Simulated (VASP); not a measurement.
Here is a VASP 6.6.1 calculation.

INCAR

```
SYSTEM = MgH2Ir2
PREC     = Accurate       ! precision mode
ENCUT    = 520            ! plane-wave cutoff, eV
EDIFF    = 1E-6           ! SCF threshold, eV
ISMEAR   = 0              ! smearing method
SIGMA    = 0.1            ! smearing width, eV
LREAL    = .FALSE.        ! projectors in reciprocal space
LASPH    = .TRUE.         ! aspherical terms in the spheres
NELM     = 60             ! most SCF steps
ALGO     = Normal         ! electronic algorithm
ISIF     = 2              ! what is computed and relaxed
LWAVE    = .FALSE.        ! write WAVECAR
LCHARG   = .FALSE.        ! write CHGCAR
GGA      = PE             ! functional
NBANDS   = 19             ! bands
```

The input KPOINTS:

```
Automatic mesh
0
G
  6 6 4
  0 0 0
```

Contents of POSCAR:

```
MgH2Ir2
1.0
    3.6134036900      0.0000000000      0.0000000000
   -1.8067018400      3.1292993900      0.0000000000
    0.0000000000      0.0000000000      5.4480336700
Mg H Ir
1 2 2
Direct
    0.0000000000      0.0000000000      0.0000000000
    0.3333333300      0.6666666700      0.0410714600
    0.6666666700      0.3333333300      0.9589285400
    0.0000000000      0.0000000000      0.3368341200
    0.0000000000      0.0000000000      0.6631658800
```

Potentials or basis: VASP PAW PBE potentials, release 64 (Mg, H, Ir).

Command:

```sh
$ cat potpaw_PBE.64/Mg/POTCAR potpaw_PBE.64/H/POTCAR potpaw_PBE.64/Ir/POTCAR > POTCAR
$ mpirun -np 1 vasp_std > vasp.out
```

**Question.** Estimate the pressure.

**Answer.** 88.7 GPa.

**Question.** Predict the largest force.

**Answer.** 17.144 eV/Å.

Stress tensor (GPa, compression positive):
```
-12.77   0.00   0.00
  0.00 -12.77   0.00
  0.00   0.00 291.53
```

Caveat: atoms lie so close that the PAW spheres overlap strongly, which falsifies energies and pressures; the stress differs along the axes, from -13 to 292 GPa; forces of over 1 eV/Å act on the atoms, so gaps and moduli don't describe the material at rest.
